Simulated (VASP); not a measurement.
Set up this calculation in VASP 6.6.1, as the native input.

* Task: relaxation of cell and atoms
* Functional: PBE
* Potentials or basis: VASP PAW PBE potentials, release 64 (Ge_d)
* Cutoff: 600 eV
* k mesh: 26 × 26 × 26
* Occupations: gaussian, width 0.1 eV
* Spin: no spin polarisation
* Dipole correction: no
* Further INCAR settings: ALGO = Normal; EDIFF = 1e-06; IBRION = 2; EDIFFG = -0.01; NSW = 100; ISIF = 3

The structure of Ge lies in POSCAR:

```
Ge
1.0
   -1.4982992971      1.4982992971      2.1848668856
    1.4982992971     -1.4982992971      2.1848668856
    1.4982992971      1.4982992971     -2.1848668856
Ge
1
Direct
    0.0000000000      0.0000000000      0.0000000000
```

One way to write it, as run:

INCAR

```
  ALGO = Normal
  EDIFF = 1E-6
  EDIFFG = -0.01
  ENCUT = 600
  GGA = PE
  IBRION = 2
  ISIF = 3
  ISMEAR = 0
  LASPH = True
  LCHARG = False
  LREAL = False
  LWAVE = False
  NELM = 80
  NSW = 100
  PREC = Accurate
  SIGMA = 0.1
```

KPOINTS

```
k-points
0
Gamma
  26 26 26
```

Potentials or basis: VASP PAW PBE potentials, release 64 (Ge_d).

Run with:

```console
$ cat potpaw_PBE.64/Ge_d/POTCAR > POTCAR
$ mpirun -np 1 vasp_std > vasp.out
```

Results of the run:

```
Relaxed volume                         : 19.54 Å³/atom
Relaxed cell                           : a = 3.058 Å, b = 3.058 Å, c = 3.058 Å, α = 122.07°, β = 122.07°, γ = 86.45°
Space group after relaxing (to 0.05 Å) : I4/mmm (No. 139)
Energy gained by relaxing              : 0.7 meV/atom
Ionic steps                            : 9
Pressure after relaxing                : 0.0 GPa
Band gap on the k mesh                 : zero (band 7 reaches 15.06 eV, above the bottom of band 8 at 3.80 eV)
```

It took 21 min on 1 thread of Oxide Virtual Turin-like Processor, on a shared host, peak memory 0.42 GiB.
